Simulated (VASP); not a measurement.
# Nb (Fd-3m) in VASP: further runs, part 2 of 2

VASP 6.6.1. The steps go on from the part before.

## Step 4: Single point, RPBE (volume scaled by 0.92)

The input, INCAR:

```
SYSTEM = Nb
PREC = Accurate
ENCUT = 520
EDIFF = 1E-7
ISMEAR = -1
SIGMA = 0.1
LREAL = .FALSE.
LASPH = .TRUE.
NELM = 100
ALGO = Normal
ISIF = 2
LWAVE = .FALSE.
LCHARG = .FALSE.
GGA = RP
NBANDS = 20
```

The input, KPOINTS:

```
Automatic mesh
0
G
  10 10 10
  0 0 0
```

The input, POSCAR:

```
Nb
1.0
    0.0000000000      2.9026874442      2.9026874442
    2.9026874442      0.0000000000      2.9026874442
    2.9026874442      2.9026874442      0.0000000000
Nb
2
Direct
    0.1250000000      0.1250000000      0.1250000000
    0.8750000000      0.8750000000      0.8750000000
```

On the command line:

```
$ cat potpaw_PBE.64/Nb_sv/POTCAR > POTCAR
$ mpirun -np 1 vasp_std > vasp.out
```

Run time: 36 s. Hardware: 1 thread of Intel Xeon Platinum 8488C (Sapphire Rapids), shared host; peak memory 0.19 GiB.

It converged, with:

```
Free energy            : -14.3862 eV
Pressure               : 6.0 GPa
Band gap on the k mesh : zero (band 13 reaches 7.99 eV, above the bottom of band 14 at 6.52 eV)
```

Levels at points of the mesh, in eV from the Fermi level:
| k point | band 11 | band 12 | band 13 | band 14 | band 15 | band 16 |
| --- | --- | --- | --- | --- | --- | --- |
| (0.00, 0.00, 0.00) | -1.60 | -0.57 | -0.57 | -0.57 | 2.01 | 2.01 |
| (0.50, 0.00, 0.00) | -1.40 | -1.40 | -0.84 | -0.84 | 0.78 | 3.15 |
| (0.50, 0.50, 0.00) | -0.79 | -0.79 | 0.53 | 0.53 | 1.30 | 1.30 |

Caveat: the PAW data sets were made with another functional, which shifts forces and pressure a little.

## Step 5: Single point, RPBE (volume scaled by 0.96)

The input, INCAR:

```
SYSTEM = Nb
PREC = Accurate
ENCUT = 520
EDIFF = 1E-6
ISMEAR = -1
SIGMA = 0.1
LREAL = .False.
LASPH = .True.
NELM = 80
ALGO = Normal
ISIF = 2
LWAVE = .False.
LCHARG = .True.
GGA = RP
LELF = .True.
LVHAR = .True.
NBANDS = 20
```

The input, KPOINTS:

```
Automatic mesh
0
Gamma
  10 10 10
  0 0 0
```

The input, POSCAR:

```
Nb
1.0
    0.0000000000      2.9441600109      2.9441600109
    2.9441600109      0.0000000000      2.9441600109
    2.9441600109      2.9441600109      0.0000000000
Nb
2
Direct
    0.1250000000      0.1250000000      0.1250000000
    0.8750000000      0.8750000000      0.8750000000
```

Potentials or basis: VASP PAW PBE potentials, release 64 (Nb_sv).

On the command line:

```
$ cat potpaw_PBE.64/Nb_sv/POTCAR > POTCAR
$ mpirun -np 1 vasp_std > vasp.out
```

OUTCAR:

```text
SYSTEM = Nb
   PREC = Accurate
   ENCUT = 520
   EDIFF = 1E-6
   ISMEAR = -1
   LREAL = .False.
   LASPH = .True.
   NELM = 80
   ISIF = 2
   GGA = RP

 ion  position               nearest neighbor table
   1  0.125  0.125  0.125-   2 2.55   2 2.55   2 2.55   2 2.55
   2  0.875  0.875  0.875-   1 2.55   1 2.55   1 2.55   1 2.55

  LATTYP: Found a face centered cubic cell.
 ALAT       =     5.8883200218

  Lattice vectors:

 A1 = (   0.0000000000,   2.9441600109,   2.9441600109)
 A2 = (   2.9441600109,   0.0000000000,   2.9441600109)
 A3 = (   2.9441600109,   2.9441600109,   0.0000000000)

Analysis of symmetry for initial positions (statically):
=====================================================================
 Subroutine PRICEL returns:
 Original cell was already a primitive cell.

 Routine SETGRP: Setting up the symmetry group for a
 face centered cubic supercell.

 Subroutine GETGRP returns: Found 48 space group operations
 (whereof 12 operations were pure point group operations)
[... 160 lines left out ...]
  ---------------------------------------------------
  free energy    TOTEN  =       -14.44398394 eV

  energy without entropy =      -14.32789951  energy(sigma->0) =      -14.38594172

 E-fermi :   6.9041     XC(G=0): -10.2903

 val. band max:        6.9026096049   @ k =   0.4000   0.1000   0.0000
 cond. band min:       6.9140644585   @ k =  -0.4000   0.2000   0.1000
 fundamental gap:      0.0114548537
 Fermi energy:         6.9040615825

 k-point     1 :       0.0000    0.0000    0.0000
  band No.  band energies     occupation
      1     -47.6172      2.00000
      2     -46.9102      2.00000
      3     -24.0248      2.00000
      4     -24.0248      2.00000
      5     -24.0248      2.00000
      6     -22.8792      2.00000
[... 541 lines left out ...]
     19      12.2503      0.00000
     20      13.7941      0.00000

 [... further k-points ...]

------------------------ aborting loop because EDIFF is reached ----------------------------------------

  FORCE on cell =-STRESS in cart. coord.  units (eV):
  Direction    XX          YY          ZZ          XY          YZ          ZX
  --------------------------------------------------------------------------------------
  -------------------------------------------------------------------------------------
  Total        0.8455245      0.8455245      0.8455245     -0.0000000     -0.0000000      0.0000000
  in kB       26.5413232     26.5413232     26.5413232     -0.0000000     -0.0000000      0.0000000
  external PRESSURE =      26.5413232 kB  Pullay stress =       0.0000000 kB

 VOLUME and BASIS-vectors are now :
 -----------------------------------------------------------------------------
  energy-cutoff  :      520.00
  volume of cell :       51.04
      direct lattice vectors                 reciprocal lattice vectors
     0.000000000  2.944160011  2.944160011    -0.169827726  0.169827726  0.169827726
     2.944160011  0.000000000  2.944160011     0.169827726 -0.169827726  0.169827726
     2.944160011  2.944160011  0.000000000     0.169827726  0.169827726 -0.169827726

 POSITION                                       TOTAL-FORCE (eV/Angst)
 -----------------------------------------------------------------------------------
      0.73604      0.73604      0.73604         0.000000      0.000000      0.000000
      5.15228      5.15228      5.15228        -0.000000     -0.000000     -0.000000
 -----------------------------------------------------------------------------------
    total drift:                                0.000000      0.000000     -0.000000

  FREE ENERGIE OF THE ION-ELECTRON SYSTEM (eV)
  ---------------------------------------------------
  free  energy   TOTEN  =       -14.4439839379 eV

  energy  without entropy=      -14.3278995090  energy(sigma->0) =      -14.38594172
```

OSZICAR:

```text
N       E                     dE             d eps       ncg     rms          rms(c)
DAV:   1     0.292622439476E+03    0.29262E+03   -0.14666E+04  1880   0.130E+03
DAV:   2     0.944899424874E+01   -0.28317E+03   -0.27550E+03  2228   0.505E+02
DAV:   3    -0.135268702900E+02   -0.22976E+02   -0.22065E+02  3636   0.102E+02
DAV:   4    -0.144387670194E+02   -0.91190E+00   -0.89727E+00  2492   0.185E+01
DAV:   5    -0.145041415660E+02   -0.65375E-01   -0.65191E-01  3320   0.463E+00    0.759E+00
DAV:   6    -0.144050211562E+02    0.99120E-01   -0.45858E-01  2916   0.621E+00    0.333E+00
DAV:   7    -0.144317608373E+02   -0.26740E-01   -0.12357E-01  3360   0.343E+00    0.120E+00
DAV:   8    -0.144440346225E+02   -0.12274E-01   -0.33837E-02  3092   0.163E+00    0.207E-01
DAV:   9    -0.144438130706E+02    0.22155E-03   -0.26364E-03  2984   0.357E-01    0.182E-01
DAV:  10    -0.144439867546E+02   -0.17368E-03   -0.45190E-04  2416   0.242E-01    0.168E-02
DAV:  11    -0.144439854731E+02    0.12815E-05   -0.18717E-05  2824   0.284E-02    0.612E-03
DAV:  12    -0.144439841700E+02    0.13030E-05   -0.19538E-06  1560   0.169E-02    0.182E-03
DAV:  13    -0.144439839379E+02    0.23210E-06   -0.29620E-07  1324   0.629E-03
   1 F= -.14443984E+02 E0= -.14385942E+02  d E =-.116084E+00
```

stdout:

```text
POSCAR found type information on POSCAR Nb
 POSCAR found :  1 types and       2 ions
 scaLAPACK will be used
 -----------------------------------------------------------------------------
|                                                                             |
|                                                                             |
|     You enforced a specific xc type in the INCAR file but a different       |
|     I HOPE YOU KNOW WHAT YOU ARE DOING!                                     |
|                                                                             |
 -----------------------------------------------------------------------------

 LDA part: xc-table for (Slater+PW92), standard interpolation
 POSCAR, INCAR and KPOINTS ok, starting setup
 FFT: planning ... GRIDC
 FFT: planning ... GRID_SOFT
 FFT: planning ... GRID
 WAVECAR not read
 entering main loop
```

Run time: 35 s. Hardware: 1 thread of Intel Xeon Platinum 8488C (Sapphire Rapids), shared host; peak memory 0.19 GiB.

What came out:

- Free energy: -14.4440 eV
- Pressure: 2.7 GPa
- Band gap on the k mesh: zero (band 13 reaches 7.46 eV, above the bottom of band 14 at 6.13 eV)

Levels at points of the mesh, in eV from the Fermi level:
| k point | band 9 | band 10 | band 11 | band 12 | band 13 | band 14 | band 15 | band 16 | band 17 | band 18 |
| --- | --- | --- | --- | --- | --- | --- | --- | --- | --- | --- |
| (0.00, 0.00, 0.00) | -4.42 | -1.46 | -1.46 | -0.55 | -0.55 | -0.55 | 1.93 | 1.93 | 1.93 | 5.27 |
| (0.50, 0.00, 0.00) | -1.78 | -1.58 | -1.27 | -1.27 | -0.77 | -0.77 | 0.68 | 3.01 | 3.01 | 4.41 |
| (0.50, 0.50, 0.00) | -2.39 | -2.39 | -0.71 | -0.71 | 0.39 | 0.39 | 1.32 | 1.32 | 4.72 | 4.72 |

Caveat: the PAW data sets were made with another functional, which shifts forces and pressure a little.

## Step 6: Single point, RPBE

The input, INCAR:

```
  ALGO = Normal
  EDIFF = 1E-7
  ENCUT = 520
  GGA = RP
  ISIF = 2
  ISMEAR = -1
  LASPH = T
  LCHARG = F
  LREAL = F
  LWAVE = F
  NBANDS = 20
  NELM = 100
  PREC = Accurate
  SIGMA = 0.1
```

The input, KPOINTS:

```
k-points
0
Gamma
  10 10 10
```

The input, POSCAR:

```
Nb
1.0
    0.0000000000      2.9844959822      2.9844959822
    2.9844959822      0.0000000000      2.9844959822
    2.9844959822      2.9844959822      0.0000000000
Nb
2
Direct
    0.1250000000      0.1250000000      0.1250000000
    0.8750000000      0.8750000000      0.8750000000
```

Potentials or basis: VASP PAW PBE potentials, release 64 (Nb_sv).

On the command line:

```
$ cat potpaw_PBE.64/Nb_sv/POTCAR > POTCAR
$ mpirun -np 1 vasp_std > vasp.out
```

Run time: 38 s. Hardware: 1 thread of Intel Xeon Platinum 8488C (Sapphire Rapids), shared host; peak memory 0.18 GiB.

It converged, with:

```
Free energy            : -14.4620 eV
Pressure               : 0.0 GPa
Band gap on the k mesh : zero (band 13 reaches 6.98 eV, above the bottom of band 14 at 5.77 eV)
```

Levels at points of the mesh, in eV from the Fermi level:
| k point | band 10 | band 11 | band 12 | band 13 | band 14 | band 15 | band 16 | band 17 |
| --- | --- | --- | --- | --- | --- | --- | --- | --- |
| (0.00, 0.00, 0.00) | -1.33 | -1.33 | -0.52 | -0.52 | -0.52 | 1.87 | 1.87 | 1.87 |
| (0.50, 0.00, 0.00) | -1.44 | -1.16 | -1.16 | -0.71 | -0.71 | 0.59 | 2.89 | 2.89 |
| (0.50, 0.50, 0.00) | -2.22 | -0.65 | -0.65 | 0.27 | 0.27 | 1.32 | 1.32 | 4.54 |

Caveat: the PAW data sets were made with another functional, which shifts forces and pressure a little.

## Step 7: The runs side by side

| cell | k mesh | gap on the mesh (eV) | pressure (GPa) |
| --- | --- | --- | --- |
| a = 4.221 Å, angles 60.0°, 2 atoms | 9 × 9 × 9 | none | -0.1 |
| a = 4.045 Å, angles 60.0°, 2 atoms | 10 × 10 × 10 | none | 10.0 |
| a = 4.105 Å, angles 60.0°, 2 atoms | 10 × 10 × 10 | none | 6.0 |
| a = 4.164 Å, angles 60.0°, 2 atoms | 10 × 10 × 10 | none | 2.7 |
| a = 4.221 Å, angles 60.0°, 2 atoms | 10 × 10 × 10 | none | 0.0 |

Alike in all rows: task single point; level RPBE; potentials or basis VASP PAW PBE potentials, release 64 (Nb_sv); no spin polarisation; cutoff (eV) 520; smearing fermi-dirac 0.1 eV.

Caveats: the PAW data sets were made with another functional, which shifts forces and pressure a little.

Total energies depend on the potentials used, so only differences within one code and one set of settings carry meaning.
